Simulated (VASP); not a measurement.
## Hg: single point with PBE

Hg:

```xyz
1
Lattice="0.0000 2.5029 2.5029 2.5029 0.0000 2.5029 2.5029 2.5029 0.0000" Properties=species:S:1:pos:R:3 pbc="T T T"
Hg    0.0000    0.0000    0.0000
```

```json
{
 "Program": "VASP 6.6.1",
 "Task": "single point",
 "Functional": "PBE",
 "Potentials or basis": "VASP PAW PBE potentials, release 64 (Hg)",
 "Cutoff": "500 eV",
 "k mesh": "4 × 4 × 4",
 "Occupations": "fermi-dirac, width 0.15 eV",
 "Spin": "no spin polarisation",
 "Dipole correction": "no",
 "Further INCAR settings": "ALGO = Normal; EDIFF = 1e-06; NBANDS = 12"
}
```

- Pressure: -1.3 GPa

Levels at points of the mesh, in eV from the Fermi level:
| k point | band 4 | band 5 | band 6 | band 7 | band 8 | band 9 |
| --- | --- | --- | --- | --- | --- | --- |
| (0.00, 0.00, 0.00) | -5.88 | -5.53 | -5.53 | 12.63 | 12.63 | 12.63 |
| (0.50, 0.00, 0.00) | -5.23 | -5.23 | -1.67 | -0.09 | 10.68 | 10.68 |
| (0.50, 0.50, 0.00) | -5.15 | -5.15 | -0.13 | 0.98 | 6.63 | 6.63 |

It took 9.2 s on 1 thread of Intel Xeon 8259CL, with other jobs on the host, peak memory 0.15 GiB.

Caveat: the k points lie up to 0.54 Å⁻¹ apart; spin-orbit coupling is left out, which moves the levels of the heavy elements.
